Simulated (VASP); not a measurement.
# La7Si16 (a cell with a defect) in VASP: single point with PBEsol

Aim: the single point of La7Si16 (a cell with a defect) with PBEsol.

All numbers are computed with VASP 6.6.1; they aren't measurements. Logs are shortened: lines on timing, memory, paths and dates and some standing lists are left out, and cuts for length are marked.

### Step 1. The cell of the first run

The cell holds a defect, 23 atoms: a = 8.637 Å, b = 8.637 Å, c = 7.577 Å, α = 73.44°, β = 73.44°, γ = 90.00°.

### Step 2. Single point, PBEsol

INCAR reads:

```
PREC = Accurate
ENCUT = 520
EDIFF = 1E-7
ISMEAR = 0
SIGMA = 0.1
LREAL = Auto
LASPH = True
NELM = 80
ALGO = Normal
ISIF = 2
LWAVE = False
LCHARG = False
GGA = PS
NBANDS = 88
```

KPOINTS reads:

```
Automatic mesh
0
Gamma
  2 2 2
```

POSCAR reads:

```
La7Si16
1.0
    0.0000000000      8.6365240000      0.0000000000
    8.6365240000      0.0000000000      0.0000000000
    2.1591310000      2.1591310000     -6.9348390000
Si La
16 7
Direct
    0.2162218908      0.2082739016      0.1736219110
    0.0774099075      0.3726613305      0.6621471674
    0.1661722631      0.4179023573      0.3337404084
    0.2988136699      0.3272613417      0.8400058026
    0.2079283031      0.7079615340      0.1631041470
    0.0804062635      0.7991441493      0.6536506471
    0.1623079842      0.9172812814      0.3192516798
    0.2999989337      0.7556592202      0.8320194600
    0.7005193635      0.2082479358      0.1727939178
    0.5814402947      0.3264629450      0.6757894451
    0.6618471774      0.4156716327      0.3371962925
    0.7935674376      0.2881218439      0.8340386850
    0.7132785367      0.7091405293      0.1646087242
    0.5835449965      0.8373832305      0.6667958694
    0.6743753407      0.9163781418      0.3284572288
    0.7960995880      0.7960643886      0.8243871271
    0.1211387507      0.0387310599     -0.1587549473
   -0.0035352923      0.4952418778      0.0107949154
    0.3799672612      0.6315152219      0.4853427744
    0.5047927694     -0.0026755130      0.0057681224
    0.8712798321      0.1264660621      0.4940310799
    0.5038453949      0.4976998669      0.0095826305
    0.8719003543      0.6276916888      0.4902174369
```

Potentials or basis: VASP PAW PBE potentials, release 64 (Si, La).

Launch:

```
> cat potpaw_PBE.64/Si/POTCAR potpaw_PBE.64/La/POTCAR > POTCAR
> mpirun -np 1 vasp_std > vasp.out
```

OUTCAR:

```text
PREC = Accurate
   ENCUT = 520
   EDIFF = 1E-7
   ISMEAR = 0
   LREAL = Auto
   LASPH = True
   NELM = 80
   ISIF = 2
   GGA = PS

 ion  position               nearest neighbor table
   1  0.216  0.208  0.174-   4 2.33   7 2.42   3 2.43  21 3.19  22 3.23  20 3.27  18 3.30
   2  0.077  0.373  0.662-   3 2.30  12 2.42   4 2.61  17 2.89  18 3.02  23 3.06  19 3.15
   3  0.166  0.418  0.334-   2 2.30   1 2.43   5 2.44  18 3.11  22 3.16  19 3.25  23 3.26  21 3.29

   4  0.299  0.327  0.840-   1 2.33  10 2.40   2 2.61  17 2.92  22 3.05  19 3.09  18 3.12
   5  0.208  0.708  0.163-   8 2.32   7 2.40   3 2.44  19 3.12  23 3.16  18 3.23  22 3.27  20 3.29
[... 15 lines left out ...]
  15  0.674  0.916  0.328-  14 2.35  13 2.43   9 2.44  20 3.11  23 3.17  21 3.20  19 3.25
  16  0.796  0.796  0.824-  13 2.36   6 2.42  14 2.44  21 3.14  23 3.18  20 3.26  22 3.30  18 3.32

  17  0.121  0.039  0.841-   2 2.89   6 2.90   8 2.90   4 2.92
  18  0.996  0.495  0.011-   2 3.02   6 3.09   3 3.11   4 3.12  11 3.15   8 3.16  13 3.22   5 3.23
                             9 3.27  12 3.28   1 3.30  16 3.32
  19  0.380  0.632  0.485-   8 3.02   4 3.09   6 3.10  13 3.12   5 3.12   2 3.15  11 3.21  15 3.25
                             3 3.25   7 3.28  14 3.30  10 3.36
  20  0.505  0.997  0.006-  15 3.11  10 3.13   7 3.15  14 3.16   9 3.21  13 3.23  12 3.24  16 3.26
                             1 3.27   5 3.29
  21  0.871  0.126  0.494-   9 3.11  16 3.14  12 3.18   1 3.19  15 3.20  14 3.23  11 3.23  10 3.25
                             3 3.29   7 3.29
  22  0.504  0.498  0.010-   4 3.05  11 3.07   8 3.08   3 3.16   9 3.18  10 3.19  13 3.23   1 3.23
                            14 3.24   5 3.27  12 3.28  16 3.30
  23  0.872  0.628  0.490-   6 3.05   2 3.06  13 3.07   5 3.16  15 3.17  16 3.18  11 3.22  12 3.24
                             7 3.24   3 3.26  14 3.28  10 3.31

  LATTYP: Found a base centered monoclinic cell.
 ALAT       =    12.2138893726
 B/A-ratio  =     1.0000000000
 C/A-ratio  =     0.6203850082
 COS(beta)  =    -0.4029755663

  Lattice vectors:

 A1 = (   0.0000000000,  -8.6365240000,   0.0000000000)
 A2 = (  -8.6365240000,   0.0000000000,   0.0000000000)
 A3 = (   2.1591310000,   2.1591310000,  -6.9348390000)

Analysis of symmetry for initial positions (statically):
=====================================================================
 Subroutine PRICEL returns:
 Original cell was already a primitive cell.

 Routine SETGRP: Setting up the symmetry group for a
 base centered monoclinic supercell.

 Subroutine GETGRP returns: Found  1 space group operations
 (whereof  1 operations were pure point group operations)
 out of a pool of  4 trial point group operations.

[... 145 lines left out ...]
   ISIF   =      2    stress and relaxation
   ISYM   =      2    0-nonsym 1-usesym 2-fastsym
   POTIM  = 0.5000    time-step for ionic-motion
   TEBEG  =    0.0;   TEEND  =   0.0 temperature during run
   PSTRESS=    0.0 pullay stress
   NELECT =     141.0000    total number of electrons
   NUPDOWN=      -1.0000    fix difference up-down
   EMIN   =  10.00;   EMAX   =-10.00  energy-range for DOS
   EFERMI =   0.00;   METHOD = LEGACY
   ISMEAR =     0;   SIGMA  =   0.10  broadening in eV -4-tet -1-fermi 0-gaus
   EFERMI_NEDOS =   21; number of points for ismear=-14 and -15
   IALGO  =     38    algorithm
   IMIX   =      4    mixing-type and parameters
     AMIX     =   0.40;   BMIX     =  1.00
     AMIX_MAG =   1.60;   BMIX_MAG =  1.00
  volume/ion in A,a.u.               =      22.49       151.77
  Fermi-wavevector in a.u.,A,eV,Ry     =   1.061475  2.005897 15.330080  1.126729
  Thomas-Fermi vector in A             =   2.196892
   LORBIT       =      0    0 simple, 1 ext, 2 COOP (PROOUT), +10 PAW based schemes
   GGA     = PS    functional components
   LHFCALC =     F    Hartree Fock is set to
   AEXX    =    0.0000 exact exchange contribution
   IVDW    =     0    specifies the selected vdW correction
   LEPSILON=     F    determine dielectric tensor
   LRPA    =     F    only Hartree local field effects (RPA)
 non-spin polarized calculation
 Gauss-broadening in eV      SIGMA  =   0.10
  energy-cutoff  :      520.00
  volume of cell :      517.27
 maximum number of plane-waves:     13970
   NGX = 33   NGY = 33   NGZ = 29

 number of electron     140.9999995 magnetization

 Free energy of the ion-electron system (eV)
  ---------------------------------------------------
  ext. energy  EPLUGINS =         0.00000000
  ---------------------------------------------------
  free energy    TOTEN  =      -140.51647447 eV

  energy without entropy =     -140.45817643  energy(sigma->0) =     -140.48732545

 E-fermi :   7.9801     XC(G=0): -10.1028

 val. band max:        7.9549749540   @ k =   0.5000   0.5000   0.0000
 cond. band min:       8.0031339820   @ k =   0.0000   0.5000   0.5000
 fundamental gap:      0.0481590280
 Fermi energy:         7.9801175420

 k-point     1 :       0.0000    0.0000    0.0000
  band No.  band energies     occupation
      1     -24.7398      2.00000
      2     -24.5051      2.00000
      3     -24.4769      2.00000
      4     -24.4070      2.00000
      5     -24.3895      2.00000
      6     -24.3453      2.00000
[... 669 lines left out ...]
     81       9.3111      0.00000
     82       9.4312      0.00000
 [bands above 82 left out]

------------------------ aborting loop because EDIFF is reached ----------------------------------------

  FORCE on cell =-STRESS in cart. coord.  units (eV):
  Direction    XX          YY          ZZ          XY          YZ          ZX
  --------------------------------------------------------------------------------------
  -------------------------------------------------------------------------------------
  Total       -0.5973794     -5.7851225     -3.2511499      0.5778012     -2.6157379     -1.2774599
  in kB       -1.8503185    -17.9187945    -10.0700870      1.7896771     -8.1019668     -3.9567946
  external PRESSURE =      -9.9464000 kB  Pullay stress =       0.0000000 kB

 VOLUME and BASIS-vectors are now :
 -----------------------------------------------------------------------------
  energy-cutoff  :      520.00
  volume of cell :      517.27
      direct lattice vectors                 reciprocal lattice vectors
     0.000000000  8.636524000  0.000000000     0.000000000  0.115787324  0.036049864
     8.636524000  0.000000000  0.000000000     0.115787324  0.000000000  0.036049864
     2.159131000  2.159131000 -6.934839000     0.000000000  0.000000000 -0.144199454

 POSITION                                       TOTAL-FORCE (eV/Angst)
 -----------------------------------------------------------------------------------
      2.17364      2.24228     -1.20404         0.006341      0.072386      0.092173
      4.64816      2.09821     -4.59188        -0.157908      0.115692      0.062060
      4.32981      2.15574     -2.31444        -0.006923      0.025177      0.083852
      4.64008      4.39439     -5.82531        -0.195562      0.000286      0.153984
      6.46649      2.14794     -1.13110         0.011588      0.006299      0.100815
      8.31315      2.10575     -4.53296         0.200121      0.129867      0.097586
[... 15 lines left out ...]
      4.31909      4.37216     -0.06645         0.008804      0.002095      0.097230
      6.47952      8.58863     -3.39958         0.007221      0.090124      0.021593
 -----------------------------------------------------------------------------------
    total drift:                                0.001360      0.001832     -0.000779

  FREE ENERGIE OF THE ION-ELECTRON SYSTEM (eV)
  ---------------------------------------------------
  free  energy   TOTEN  =      -140.5164744680 eV

  energy  without entropy=     -140.4581764319  energy(sigma->0) =     -140.48732545
```

OSZICAR:

```text
N       E                     dE             d eps       ncg     rms          rms(c)
DAV:   1     0.158803916417E+04    0.15880E+04   -0.47188E+04  1408   0.194E+03
DAV:   2     0.340096113015E+03   -0.12479E+04   -0.12006E+04  1968   0.416E+02
[... 16 lines left out ...]
DAV:  19    -0.140516473852E+03   -0.19250E-05   -0.13616E-05  2480   0.137E-02    0.102E-03
DAV:  20    -0.140516474087E+03   -0.23481E-06   -0.31568E-06  1568   0.866E-03    0.507E-04
DAV:  21    -0.140516474383E+03   -0.29670E-06   -0.12328E-06  1312   0.447E-03    0.363E-04
DAV:  22    -0.140516474257E+03    0.12621E-06   -0.41126E-07  1280   0.397E-03    0.880E-04
DAV:  23    -0.140516474522E+03   -0.26548E-06   -0.35172E-07  1304   0.270E-03    0.527E-04
DAV:  24    -0.140516474468E+03    0.54481E-07   -0.69718E-08  1152   0.244E-03
   1 F= -.14051647E+03 E0= -.14048733E+03  d E =-.582980E-01
```

Run time: 15 min. Hardware: 1 thread of Intel Xeon 6975P-C (Granite Rapids), shared host; peak memory 0.63 GiB.

Results:

| Property | Result |
| --- | --- |
| Free energy | -140.5165 eV |
| Pressure | -1.0 GPa |
| Largest force | 2.051 eV/Å |
| Band gap on the k mesh | zero (an odd number of electrons rules out a gap without spin polarisation) |

Forces in eV/Å, atoms in the order of the input:
```
Si   0.006  0.072  0.092
Si  -0.158  0.116  0.062
Si  -0.007  0.025  0.084
Si  -0.196  0.000  0.154
Si   0.012  0.006  0.101
Si   0.200  0.130  0.098
Si  -0.033  0.045  0.160
Si   0.205 -0.022  0.172
Si  -0.005  0.053  0.027
Si  -0.017  0.081  0.071
Si   0.003  0.039  0.042
Si   0.041  0.050  0.044
Si   0.008  0.041  0.042
Si  -0.005  0.079  0.064
Si   0.009  0.021  0.066
Si  -0.049  0.057  0.048
La  -0.027 -1.043 -1.765
La   0.041  0.037  0.116
La  -0.017  0.041  0.077
La  -0.019  0.015  0.118
La  -0.009  0.064  0.007
La   0.009  0.002  0.097
La   0.007  0.090  0.022
```

Stress tensor (GPa, compression positive):
```
-0.19  0.18 -0.40
 0.18 -1.79 -0.81
-0.40 -0.81 -1.01
```

Caveat: the k points lie up to 0.45 Å⁻¹ apart, too coarse for converged energies and pressures of a metal; the PAW data sets were made with another functional, which shifts forces and pressure a little; spin-orbit coupling is left out, which moves the levels of the heavy elements; an odd number of electrons without spin polarisation forces a metal; a magnetic or distorted state may lie lower.

The gap in the log of VASP goes by the Fermi energy; the results here count the filled bands.